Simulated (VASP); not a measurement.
SiC:

```
Si C
1.0
     5.56765    0.00000    0.00000
     0.00000    7.67880    0.00000
     0.00000    0.00000    2.67546
Si C
6 6
Cartesian
  3.2677 4.9840 1.3377
  2.2999 2.6948 1.3377
  0.0000 3.8394 0.0000
  0.4839 6.5342 1.3377
  5.0838 1.1446 1.3377
  2.7838 0.0000 0.0000
  0.4839 2.6948 1.3377
  5.0838 4.9840 1.3377
  2.7838 3.8394 0.0000
  3.2677 1.1446 1.3377
  2.2999 6.5342 1.3377
  0.0000 0.0000 0.0000
```

The cell was built from a structure type or drawn by symmetry, and may not be a known phase.

```yaml
Program: VASP 6.6.1
Task: relaxation of cell and atoms
Functional: PBE
Potentials_or_basis: VASP PAW PBE potentials, release 64 (Si, C)
Cutoff: 600 eV
k_mesh: 4 × 2 × 6
Occupations: gaussian, width 0.1 eV
Spin: no spin polarisation
```

At the start: pressure 33.3 GPa; volume 9.53 Å³/atom.

How do energy, volume and symmetry change on relaxing?

Over 17 steps the energy falls by 254.0 meV/atom and the volume is 10.45 Å³/atom (+9.7 %); space group Pbam (No. 55, to 0.1 Å) before and after.

Step by step:
```tsv
step	energy change (eV)	largest force (eV/Å)	pressure (GPa)	volume (Å³)
1	0.0000	2.2130	33.35	114.38
2	-0.4634	1.6466	-21.27	149.54
3	-2.4735	0.8538	-3.44	130.90
4	-2.4755	0.8420	-2.88	130.52
5	-2.7279	0.7028	-1.28	128.79
6	-2.7312	0.7216	-1.06	128.58
7	-2.9230	0.3787	0.67	126.46
8	-2.9704	0.6187	2.29	124.35
9	-2.9728	0.5661	2.01	124.72
10	-2.9996	0.4370	-1.46	126.27
11	-3.0093	0.2879	-0.33	125.74
12	-3.0375	0.1856	-0.76	125.95
13	-3.0387	0.2001	-0.86	126.00
14	-3.0455	0.1245	0.78	125.02
15	-3.0465	0.0993	0.35	125.27
16	-3.0472	0.0643	-0.10	125.53
17	-3.0475	0.0192	0.06	125.44
```

Final structure:
```yaml
crystal:
  lattice:
    - [5.21112, 0.00000, 0.00000]
    - [0.00000, 8.20593, 0.00000]
    - [0.00000, 0.00000, 2.93334]
  atoms:
    - { symbol: Si, position: [0.59084, 0.64493, 0.50000] }
    - { symbol: Si, position: [0.40916, 0.35507, 0.50000] }
    - { symbol: Si, position: [0.00000, 0.50000, 0.00000] }
    - { symbol: Si, position: [0.09084, 0.85507, 0.50000] }
    - { symbol: Si, position: [0.90916, 0.14493, 0.50000] }
    - { symbol: Si, position: [0.50000, 0.00000, 0.00000] }
    - { symbol: C, position: [0.05460, 0.34640, 0.50000] }
    - { symbol: C, position: [0.94540, 0.65360, 0.50000] }
    - { symbol: C, position: [0.50000, 0.50000, 0.00000] }
    - { symbol: C, position: [0.55460, 0.15360, 0.50000] }
    - { symbol: C, position: [0.44540, 0.84640, 0.50000] }
    - { symbol: C, position: [0.00000, 0.00000, 0.00000] }
```

Caveat: the k points lie up to 0.38 Å⁻¹ apart in the final cell.
